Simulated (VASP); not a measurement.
NaH: single point with HSE06

NaH:

```
CELL_PARAMETERS angstrom
3.95328 0.00000 0.00000
-1.97664 3.42364 0.00000
0.00000 0.00000 4.82829
ATOMIC_POSITIONS crystal
Na 0.33333 0.66667 0.93750
Na 0.66667 0.33333 0.43750
H 0.33333 0.66667 0.43750
H 0.66667 0.33333 0.93750
```

```
Program             : VASP 6.6.1
Task                : single point
Functional          : HSE06
Potentials or basis : VASP PAW PBE potentials, release 64 (Na_pv, H)
Cutoff              : 520 eV
k mesh              : 6 × 6 × 4
Occupations         : gaussian, width 0.01 eV
Spin                : no spin polarisation
```

- Pressure: 0.1 GPa
- Band gap on the k mesh: 4.26 eV, indirect (least direct gap 5.25 eV)

Levels at points of the mesh, in eV from the valence-band top:
```
           k point  band 4  band 5  band 6  band 7  band 8  band 9  band 10  band 11  band 12  band 13
(0.00, 0.00, 0.00)  -24.53  -24.53  -24.52   -3.63   -0.01    5.93     9.18    11.59    11.59    11.89
(0.50, 0.00, 0.00)  -24.56  -24.54  -24.53   -1.65   -0.64    4.83     8.72     8.81     9.01     9.05
(0.00, 0.00, 0.50)  -24.55  -24.55  -24.55   -2.18   -2.18    8.12     8.12    12.36    12.36    12.36
(0.50, 0.00, 0.50)  -24.55  -24.53  -24.53   -0.91   -0.91    4.96     4.96     9.73     9.73    10.42
```

Run time: 42 min on 1 thread of Intel Xeon 6975P-C, on a shared host, peak memory 0.3 GiB.

Caveat: the PAW data sets were made with another functional, which shifts forces and pressure a little. A k mesh can miss the band edges.
